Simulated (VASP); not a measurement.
## Fe: single point with PBE

Fe:

```
Fe
1.0
     0.00000    1.83950    1.83950
     1.83950    0.00000    1.83950
     1.83950    1.83950    0.00000
Fe
1
Cartesian
  0.0000 0.0000 0.0000
```

- Program: VASP 6.6.1
- Task: single point
- Functional: PBE
- Potentials or basis: VASP PAW PBE potentials, release 64 (Fe)
- Cutoff: 520 eV
- k mesh: 12 × 12 × 12
- Occupations: fermi-dirac, width 0.1 eV
- Spin: collinear spin, ferromagnetic start
- Starting moments: [1.15] μB
- Fixed moment: 1.15 μB
- Dipole correction: no
- Further INCAR settings: ALGO = Normal; EDIFF = 1e-06; NBANDS = 14

```json
{"Pressure": "-28.1 GPa", "Net moment": "1.15 μB per cell", "Site moments": "Fe +1.16 μB", "Valence electrons inside the program's atomic spheres": "Fe 7.09"}
```

Run time: 12 s on 1 thread of Intel(R) Xeon(R) 6975P-C (Granite Rapids), on a shared host, peak memory 0.13 GiB.

Caveat: the total moment is fixed, so each spin has its own Fermi level.
